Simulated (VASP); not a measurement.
# CsSnI3 (P4/mmm) in VASP: a series of runs

The runs below take CsSnI3 through single point, with HSE06.

Program: VASP 6.6.1. These are calculated values, not measurements. Logs are shortened: lines on timing, memory, paths and dates and some standing lists are left out, and cuts for length are marked.

## Step 1: The cell of the first run

The structure is tetragonal, space group P4/mmm (No. 123). Conventional cell: a = 6.117 Å, b = 6.117 Å, c = 6.275 Å, α = 90.00°, β = 90.00°, γ = 90.00°. Within 5.7 Å of Cs (site symmetry 4/mmm) lie 12 I at 4.33 to 4.38 Å and 8 Sn at 5.34 Å. Within 4.0 Å of Sn (site symmetry 4/mmm) lie 6 I at 3.06 to 3.14 Å. Within 4.1 Å of I (site symmetry 4/mmm) lie 2 Sn at 3.14 Å. I (site symmetry mmm) has 2 Sn at 3.06 Å within 4.0 Å.

## Step 2: Single point, HSE06 (epitaxial xy strain -2.0%)

File POSCAR:

```
CsSnI3
1.0
    6.1166608907      0.0000000000      0.0000000000
    0.0000000000      6.1166608907      0.0000000000
    0.0000000000      0.0000000000      6.2753435978
Cs Sn I
1 1 3
Direct
    0.0000000000      0.0000000000      0.0000000000
    0.5000000000      0.5000000000      0.5000000000
    0.5000000000      0.5000000000      0.0000000000
    0.5000000000      0.0000000000      0.5000000000
    0.0000000000      0.5000000000      0.5000000000
```

File INCAR.step1:

```
ALGO = Normal ; EDIFF = 1E-5
ENCUT = 520 ; GGA = PE
ISIF = 2 ; ISMEAR = -1
LASPH = T ; LCHARG = F
LREAL = F ; LWAVE = T
NBANDS = 30 ; NELM = 60
PREC = Accurate ; SIGMA = 0.02
```

File INCAR.step2:

```
ALGO = Normal ; EDIFF = 1E-6
ENCUT = 520 ; GGA = PE
HFSCREEN = 0.2079 ; ISIF = 2
ISMEAR = -1 ; ISTART = 1
LASPH = T ; LCHARG = F
LHFCALC = T ; LREAL = F
LWAVE = F ; NBANDS = 30
NELM = 60 ; PREC = Accurate
PRECFOCK = Fast ; SIGMA = 0.02
```

File KPOINTS:

```
k-points
0
Gamma
  2 2 2
```

Potentials or basis: VASP PAW PBE potentials, release 64 (Cs_sv, Sn_d, I).

Started as:

```bash
$ cat potpaw_PBE.64/Cs_sv/POTCAR potpaw_PBE.64/Sn_d/POTCAR potpaw_PBE.64/I/POTCAR > POTCAR
$ cp INCAR.step1 INCAR
$ mpirun -np 1 vasp_std > vasp.out
$ cp INCAR.step2 INCAR
$ mpirun -np 1 vasp_std > vasp.out
```

OUTCAR:

```text
EDIFF = 1E-6
   ENCUT = 520
   GGA = PE
   HFSCREEN = 0.2079
   ISIF = 2
   ISMEAR = -1
   ISTART = 1
   LASPH = T
   LHFCALC = T
   LREAL = F
   NELM = 60
   PREC = Accurate
   PRECFOCK = Fast

 ion  position               nearest neighbor table
   1  0.000  0.000  0.000-
   2  0.500  0.500  0.500-   4 3.06   5 3.06   4 3.06   5 3.06   3 3.14   3 3.14
   3  0.500  0.500  0.000-   2 3.14   2 3.14
   4  0.500  0.000  0.500-   2 3.06   2 3.06
   5  0.000  0.500  0.500-   2 3.06   2 3.06

  LATTYP: Found a simple tetragonal cell.
 ALAT       =     6.1166608907
 C/A-ratio  =     1.0259427014

  Lattice vectors:

 A1 = (   6.1166608907,   0.0000000000,   0.0000000000)
 A2 = (   0.0000000000,   6.1166608907,   0.0000000000)
 A3 = (   0.0000000000,   0.0000000000,   6.2753435978)

Analysis of symmetry for initial positions (statically):
=====================================================================
 Subroutine PRICEL returns:
 Original cell was already a primitive cell.

 Routine SETGRP: Setting up the symmetry group for a
 simple tetragonal supercell.

 Subroutine GETGRP returns: Found 16 space group operations
 (whereof 16 operations were pure point group operations)
 out of a pool of 16 trial point group operations.

The static configuration has the point symmetry D_4h.

Analysis of symmetry for dynamics (positions and initial velocities):
=====================================================================
 Subroutine PRICEL returns:
 Original cell was already a primitive cell.

 Routine SETGRP: Setting up the symmetry group for a
 simple tetragonal supercell.

 Subroutine GETGRP returns: Found 16 space group operations
 (whereof 16 operations were pure point group operations)
 out of a pool of 16 trial point group operations.

The dynamic configuration has the point symmetry D_4h.

 Subroutine INISYM returns: Found 16 space group operations
 (whereof 16 operations are pure point group operations),
 and found     1 'primitive' translations

----------------------------------------------------------------------------------------

                                     Primitive cell

  volume of cell :     234.7828

[... 79 lines left out ...]
   IBRION =     -1    ionic relax: 0-MD 1-quasi-New 2-CG
   NFREE  =      0    steps in history (QN), initial steepest desc. (CG)
   ISIF   =      2    stress and relaxation
   ISYM   =      3    0-nonsym 1-usesym 2-fastsym
   POTIM  = 0.5000    time-step for ionic-motion
   TEBEG  =    0.0;   TEEND  =   0.0 temperature during run
   PSTRESS=    0.0 pullay stress
   NELECT =      44.0000    total number of electrons
   NUPDOWN=      -1.0000    fix difference up-down
   EMIN   =  10.00;   EMAX   =-10.00  energy-range for DOS
   EFERMI =   0.00;   METHOD = LEGACY
   ISMEAR =    -1;   SIGMA  =   0.02  broadening in eV -4-tet -1-fermi 0-gaus
   EFERMI_NEDOS =   21; number of points for ismear=-14 and -15
   IALGO  =     38    algorithm
   IMIX   =      1    mixing-type and parameters
     AMIX     =   0.40;   BMIX     =  1.00
     AMIX_MAG =   1.60;   BMIX_MAG =  1.00
  volume/ion in A,a.u.               =      46.96       316.88
  Fermi-wavevector in a.u.,A,eV,Ry     =   0.936850  1.770391 11.941681  0.877689
  Thomas-Fermi vector in A             =   2.063902
   LORBIT       =      0    0 simple, 1 ext, 2 COOP (PROOUT), +10 PAW based schemes
   GGA     = PE    functional components
   LHFCALC =     T    Hartree Fock is set to
   PRECFOCK=fast      Normal, Fast or Accurate (Low or Medium for compatibility)
   ENCUT4O =  -1.0   cutoff for four orbital integrals eV
   NKREDX  =     1    reduce k-point grid by
   NKREDY  =     1    reduce k-point grid by
   NKREDZ  =     1    reduce k-point grid by
   AEXX    =    0.2500 exact exchange contribution
   HFSCREEN=    0.2079 screening length (either q_TF or 0.3 A-1)
   HFSCREENC=   0.2079 screening length for correlation (either q_TF or 0.3 A-1)
   ENCUTFOCK=  -1.0 apply spherical cutoff to Coloumb kernel
   IVDW    =     0    specifies the selected vdW correction
   LEPSILON=     F    determine dielectric tensor
   LRPA    =     F    only Hartree local field effects (RPA)
 non-spin polarized calculation
  energy-cutoff  :      520.00
  volume of cell :      234.78
 maximum number of plane-waves:      6339
 NGX is ok and might be reduce to    48
  NGX = 28; NGY = 28; NGZ = 28

 number of electron      44.0000003 magnetization

 Free energy of the ion-electron system (eV)
  ---------------------------------------------------
  ext. energy  EPLUGINS =         0.00000000
  ---------------------------------------------------
  free energy    TOTEN  =       -15.69050676 eV

  energy without entropy =      -15.69050662  energy(sigma->0) =      -15.69050669

 E-fermi :   3.0421     XC(G=0):  -6.3787

 val. band max:        2.7651751141   @ k =   0.5000   0.5000   0.5000
 cond. band min:       3.3190176955   @ k =   0.5000   0.5000   0.5000
 fundamental gap:      0.5538425814
 Fermi energy:         3.0420915204

 k-point     1 :       0.0000    0.0000    0.0000
  band No.  band energies     occupation
      1     -21.8920      2.00000
      2     -21.8840      2.00000
      3     -21.8586      2.00000
      4     -21.8582      2.00000
      5     -21.8582      2.00000
      6     -21.3773      2.00000
[... 187 lines left out ...]
     29       7.4520      0.00000
     30       8.6326      0.00000

------------------------ aborting loop because EDIFF is reached ----------------------------------------

  FORCE on cell =-STRESS in cart. coord.  units (eV):
  Direction    XX          YY          ZZ          XY          YZ          ZX
  --------------------------------------------------------------------------------------
  -------------------------------------------------------------------------------------
  Total        3.7842362      3.7842362      2.0352393      0.0000000      0.0000000      0.0000000
  in kB       25.8239401     25.8239401     13.8886407      0.0000000      0.0000000      0.0000000
  external PRESSURE =      21.8455070 kB  Pullay stress =       0.0000000 kB

 VOLUME and BASIS-vectors are now :
 -----------------------------------------------------------------------------
  energy-cutoff  :      520.00
  volume of cell :      234.78
      direct lattice vectors                 reciprocal lattice vectors
     6.116660891  0.000000000  0.000000000     0.163487893  0.000000000  0.000000000
     0.000000000  6.116660891  0.000000000     0.000000000  0.163487893  0.000000000
     0.000000000  0.000000000  6.275343598     0.000000000  0.000000000  0.159353824

 POSITION                                       TOTAL-FORCE (eV/Angst)
 -----------------------------------------------------------------------------------
      0.00000      0.00000      0.00000         0.000000      0.000000      0.000000
      3.05833      3.05833      3.13767         0.000000      0.000000      0.000000
      3.05833      3.05833      0.00000         0.000000      0.000000      0.000000
      3.05833      0.00000      3.13767         0.000000      0.000000      0.000000
      0.00000      3.05833      3.13767         0.000000      0.000000      0.000000
 -----------------------------------------------------------------------------------
    total drift:                               -0.000003     -0.000008      0.000007

  FREE ENERGIE OF THE ION-ELECTRON SYSTEM (eV)
  ---------------------------------------------------
  free  energy   TOTEN  =       -15.6905067609 eV

  energy  without entropy=      -15.6905066169  energy(sigma->0) =      -15.69050669
```

OUTCAR.step1:

```text
EDIFF = 1E-5
   ENCUT = 520
   GGA = PE
   ISIF = 2
[... 411 lines left out ...]
      3.05833      3.05833      3.13767         0.000000      0.000000      0.000000
      3.05833      3.05833      0.00000         0.000000      0.000000      0.000000
      3.05833      0.00000      3.13767         0.000000      0.000000      0.000000
      0.00000      3.05833      3.13767         0.000000      0.000000      0.000000
 -----------------------------------------------------------------------------------
    total drift:                                0.000000     -0.000000     -0.000000

  FREE ENERGIE OF THE ION-ELECTRON SYSTEM (eV)
  ---------------------------------------------------
  free  energy   TOTEN  =       -12.9904359930 eV

  energy  without entropy=      -12.9854057439  energy(sigma->0) =      -12.98792087
```

Run time: 11 min. Hardware: 1 thread of AMD EPYC 7R43 (Zen 3), shared host; peak memory 0.43 GiB.

Results:

```
Free energy            : -15.6905 eV
Pressure               : 2.2 GPa
Band gap on the k mesh : 0.55 eV
```

Stress tensor (GPa, compression positive):
```
2.58 0.00 0.00
0.00 2.58 0.00
0.00 0.00 1.39
```

Caveat: the k points lie up to 0.51 Å⁻¹ apart; the cell differs from its parent crystal (epitaxial xy strain -2.0%); the PAW data sets were made with another functional, which shifts forces and pressure a little; spin-orbit coupling is left out, which moves the levels of the heavy elements. A k mesh can miss the band edges.

## Step 3: Single point, HSE06 (epitaxial xy strain -1.0%)

POSCAR: that of step 2 with these lines changed.

```diff
@@ -2,5 +2,5 @@
 1.0
-    6.1166608907      0.0000000000      0.0000000000
-    0.0000000000      6.1166608907      0.0000000000
-    0.0000000000      0.0000000000      6.2753435978
+    6.1790757978      0.0000000000      0.0000000000
+    0.0000000000      6.1790757978      0.0000000000
+    0.0000000000      0.0000000000      6.2590948667
 Cs Sn I
```

File INCAR.step1:

```
SYSTEM = CsSnI3
PREC = Accurate
ENCUT = 520
EDIFF = 1E-5
ISMEAR = 0
SIGMA = 0.01
LREAL = .FALSE.
LASPH = .TRUE.
NELM = 60
ALGO = Normal
ISIF = 2
LWAVE = .TRUE.
LCHARG = .FALSE.
GGA = PE
NBANDS = 30
```

File INCAR.step2:

```
SYSTEM = CsSnI3
PREC = Accurate
ENCUT = 520
EDIFF = 1E-6
ISMEAR = 0
SIGMA = 0.01
LREAL = .FALSE.
LASPH = .TRUE.
NELM = 60
ALGO = Normal
ISIF = 2
LWAVE = .FALSE.
LCHARG = .FALSE.
GGA = PE
LHFCALC = .TRUE.
HFSCREEN = 0.2079
PRECFOCK = Fast
ISTART = 1
NBANDS = 30
```

File KPOINTS:

```
Automatic mesh
0
G
  2 2 2
  0 0 0
```

Potentials or basis: VASP PAW PBE potentials, release 64 (Cs_sv, Sn_d, I).

Started as:

```bash
$ cat potpaw_PBE.64/Cs_sv/POTCAR potpaw_PBE.64/Sn_d/POTCAR potpaw_PBE.64/I/POTCAR > POTCAR
$ cp INCAR.step1 INCAR
$ mpirun -np 1 vasp_std > vasp.out
$ cp INCAR.step2 INCAR
$ mpirun -np 1 vasp_std > vasp.out
```

Wall time 9.7 min (1 thread of AMD EPYC 7R43 (Zen 3), shared host); peak memory 0.43 GiB.

The run converged. Its results:

* Free energy: -15.7530 eV
* Pressure: 1.7 GPa
* Band gap on the k mesh: 0.71 eV

Stress tensor (GPa, compression positive):
```
1.94 0.00 0.00
0.00 1.94 0.00
0.00 0.00 1.37
```

Levels at points of the mesh, in eV from the valence-band top:
| k point | band 20 | band 21 | band 22 | band 23 | band 24 | band 25 |
| --- | --- | --- | --- | --- | --- | --- |
| (0.00, 0.00, 0.00) | -2.46 | -2.46 | -2.45 | 2.84 | 3.76 | 3.79 |
| (0.50, 0.00, 0.00) | -2.60 | -2.59 | -1.72 | 1.59 | 4.48 | 4.59 |
| (0.50, 0.50, 0.00) | -2.85 | -1.99 | -0.81 | 1.23 | 1.23 | 4.51 |
| (0.00, 0.00, 0.50) | -2.59 | -2.59 | -1.82 | 1.57 | 4.42 | 4.58 |
| (0.50, 0.00, 0.50) | -2.85 | -2.02 | -0.89 | 1.20 | 1.27 | 4.77 |
| (0.50, 0.50, 0.50) | -2.00 | -1.98 | 0.00 | 0.71 | 0.80 | 0.80 |

Caveat: the k points lie up to 0.51 Å⁻¹ apart; the cell differs from its parent crystal (epitaxial xy strain -1.0%); the PAW data sets were made with another functional, which shifts forces and pressure a little; spin-orbit coupling is left out, which moves the levels of the heavy elements. A k mesh can miss the band edges.

## Step 4: Single point, HSE06 (epitaxial xy strain +3.0%)

POSCAR: that of step 3 with these lines changed.

```diff
@@ -2,5 +2,5 @@
 1.0
-    6.1790757978      0.0000000000      0.0000000000
-    0.0000000000      6.1790757978      0.0000000000
-    0.0000000000      0.0000000000      6.2590948667
+    6.4287354260      0.0000000000      0.0000000000
+    0.0000000000      6.4287354260      0.0000000000
+    0.0000000000      0.0000000000      6.1960768926
 Cs Sn I
```

File INCAR.step1:

```
PREC = Accurate
ENCUT = 520
EDIFF = 1E-5
ISMEAR = 0
SIGMA = 0.01
LREAL = False
LASPH = True
NELM = 60
ALGO = Normal
ISIF = 2
LWAVE = True
LCHARG = False
NBANDS = 30
GGA = PE
```

File INCAR.step2:

```
PREC = Accurate
ENCUT = 520
EDIFF = 1E-7
ISMEAR = 0
SIGMA = 0.01
LREAL = False
LASPH = True
NELM = 60
ALGO = Normal
ISIF = 2
LWAVE = False
LCHARG = False
GGA = PE
LHFCALC = True
HFSCREEN = 0.2079
PRECFOCK = Fast
NBANDS = 30
ISTART = 1
```

File KPOINTS:

```
Automatic mesh
0
Gamma
  2 2 2
```

Started as:

```bash
$ cat potpaw_PBE.64/Cs_sv/POTCAR potpaw_PBE.64/Sn_d/POTCAR potpaw_PBE.64/I/POTCAR > POTCAR
$ cp INCAR.step1 INCAR
$ mpirun -np 1 vasp_std > vasp.out
$ cp INCAR.step2 INCAR
$ mpirun -np 1 vasp_std > vasp.out
```

Wall time 20 min (1 thread of Oxide Virtual Turin-like, shared host); peak memory 0.44 GiB.

It converged, with:

```yaml
Free_energy: -15.8407 eV
Pressure: 0.4 GPa
Band_gap_on_the_k_mesh: 0.98 eV
```

Stress tensor (GPa, compression positive):
```
-0.02  0.00  0.00
 0.00 -0.02  0.00
 0.00  0.00  1.31
```

Levels at points of the mesh, in eV from the valence-band top:
```tsv
k point	band 20	band 21	band 22	band 23	band 24	band 25
(0.00, 0.00, 0.00)	-2.05	-2.02	-2.02	3.17	4.20	4.28
(0.50, 0.00, 0.00)	-2.14	-2.13	-1.58	1.79	4.61	4.82
(0.50, 0.50, 0.00)	-2.39	-1.66	-0.89	1.50	1.50	5.17
(0.00, 0.00, 0.50)	-2.14	-2.14	-1.35	1.85	4.75	4.75
(0.50, 0.00, 0.50)	-2.42	-1.61	-0.66	1.38	1.57	4.46
(0.50, 0.50, 0.50)	-1.60	-1.60	0.00	0.98	0.98	1.21
```

Caveat: the k points lie up to 0.51 Å⁻¹ apart; the cell differs from its parent crystal (epitaxial xy strain +3.0%); the PAW data sets were made with another functional, which shifts forces and pressure a little; spin-orbit coupling is left out, which moves the levels of the heavy elements. A k mesh can miss the band edges.

## Step 5: Summary

```csv
cell,smearing,gap on the mesh (eV),pressure (GPa)
"a = 6.117, b = 6.117, c = 6.275 Å, 5 atoms",fermi-dirac 0.02 eV,0.55,2.2
"a = 6.179, b = 6.179, c = 6.259 Å, 5 atoms",gaussian 0.01 eV,0.71,1.7
"a = 6.429, b = 6.429, c = 6.196 Å, 5 atoms",gaussian 0.01 eV,0.98,0.4
```

Alike in all rows: task single point; level HSE06; potentials or basis VASP PAW PBE potentials, release 64 (Cs_sv, Sn_d, I); no spin polarisation; k mesh 2 × 2 × 2; cutoff (eV) 520.

Caveats: all runs use coarse meshes; the PAW data sets were made with another functional, which shifts forces and pressure a little; spin-orbit coupling is left out, which moves the levels of the heavy elements.

Total energies depend on the potentials used, so only differences within one code and one set of settings carry meaning.
